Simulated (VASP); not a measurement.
A run of VASP 6.6.1:

The input INCAR:

```
ALGO = Normal
EDIFF = 1E-7
ENCUT = 520
GGA = PE
ISIF = 2
ISMEAR = 0
LASPH = True
LCHARG = True
LELF = True
LREAL = Auto
LVHAR = True
LWAVE = False
NBANDS = 186
NELECT = 324.0
NELM = 60
PREC = Accurate
SIGMA = 0.02
```

File KPOINTS:

```
Automatic mesh
0
Gamma
  2 2 2
  0.5 0.5 0.5
```

File POSCAR:

```
Zn18HO18
1.0
   -0.0000000001     -5.6800656690     -5.2931776513
   -4.9190811645      2.8400328345     -5.2931776513
    4.9190811645      2.8400328344     -5.2931776513
Zn O H
18 18 1
Direct
    0.3822727787      0.0513417249      0.0523174866
    0.0516575936      0.3822613352      0.0523357348
    0.3845763184      0.7202398303      0.3849833176
    0.3863106647      0.3859556404      0.7188041552
    0.0609359803      0.0607404443      0.4011673545
    0.7187171583      0.7184515943      0.0496430945
    0.7205418664      0.3843631987      0.3850094053
    0.0553622034      0.7178337417      0.7173177038
    0.7180610252      0.0550721032      0.7173860193
    0.4409692794      0.4408878478      0.1047116673
    0.1211355470      0.7492368171      0.0971052352
    0.4400938667      0.1098447278      0.4416308487
    0.4400486248      0.7752909740      0.7753868729
    0.1100476243      0.4401288172      0.4414924125
    0.7487722288      0.1212052434      0.0971378177
    0.7532403138      0.7531423526      0.4655368488
    0.1079952152      0.1078904152      0.7734615292
    0.7756593986      0.4397735036      0.7754258164
    0.2563570200      0.9242935213      0.9266991359
    0.9244329641      0.2560631453      0.9270490373
    0.2626483010      0.5894459010      0.2611910997
    0.2586845122      0.2586566642      0.5940614036
    0.9552437339      0.9552932984      0.2217348261
    0.5927560620      0.5924860224      0.9240440369
    0.5893930297      0.2625681951      0.2614290543
    0.9280549917      0.5932277799      0.5909801471
    0.5933666186      0.9279155722      0.5909839830
    0.3139976089      0.3137339088      0.9810003986
    0.9794270053      0.6433212851      0.9783012313
    0.3167071459      0.9820330444      0.3152670256
    0.3167541922      0.6486469374      0.6470631009
    0.9822943343      0.3165639063      0.3152340954
    0.6434053038      0.9791760861      0.9783339479
    0.6495907487      0.6493781998      0.3121216580
    0.9794693083      0.9792424444      0.6514618057
    0.6489967056      0.3164613983      0.6471531356
    1.0270039668      1.0280624100      1.1266692899
```

Potentials or basis: VASP PAW PBE potentials, release 64 (Zn, O, H).

Command:

```bash
$ cat potpaw_PBE.64/Zn/POTCAR potpaw_PBE.64/O/POTCAR potpaw_PBE.64/H/POTCAR > POTCAR
$ mpirun -np 1 vasp_std > vasp.out
```

Hardware: 1 thread of Oxide Virtual Turin-like Processor, on a shared host.

Task: How long does it take, and how much memory?

Result: Run time: 18 min on 1 thread of Oxide Virtual Turin-like Processor, on a shared host, peak memory 0.58 GiB. Counts: scf iterations 22, k points 4.
